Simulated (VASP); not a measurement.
Here is a VASP 6.6.1 calculation.

Contents of INCAR:

```
PREC = Accurate
ENCUT = 520
EDIFF = 1E-7
ISMEAR = 0
SIGMA = 0.1
LREAL = False
LASPH = True
NELM = 100
ALGO = Fast
ISIF = 2
LWAVE = False
LCHARG = False
GGA = PE
NBANDS = 55
```

Contents of KPOINTS:

```
regular mesh
0
Gamma
  8 8 4
```

Contents of POSCAR:

```
Zn5Cd2Te
1.0
    4.3033939358      0.0000000000      0.0000000000
    0.0000000000      4.3033939358      0.0000000000
    0.0000000000      0.0000000000      8.5860486504
Zn Cd Te
5 2 1
Direct
    0.0000000000      0.5000000000      0.2171900489
    0.5000000000      0.0000000000      0.7828099511
    0.5000000000      0.0000000000      0.2171900489
    0.0000000000      0.5000000000      0.7828099511
    0.5000000000      0.5000000000      0.0000000000
    0.0000000000      0.0000000000      0.0000000000
    0.5000000000      0.5000000000      0.5000000000
    0.0000000000      0.0000000000      0.5000000000
```

Potentials or basis: VASP PAW PBE potentials, release 64 (Zn, Cd, Te).

Command:

```console
$ cat potpaw_PBE.64/Zn/POTCAR potpaw_PBE.64/Cd/POTCAR potpaw_PBE.64/Te/POTCAR > POTCAR
$ mpirun -np 1 vasp_std > vasp.out
```

(1) Estimate the pressure.

(2) What does it give for the largest force?

(3) What does it give for the band gap on the k mesh?

Answers

(1) 0.2 GPa.

(2) 0.011 eV/Å.

(3) zero (bands 45 and 46 overlap by 3.37 eV).

Caveat: spin-orbit coupling is left out, which moves the levels of the heavy elements.
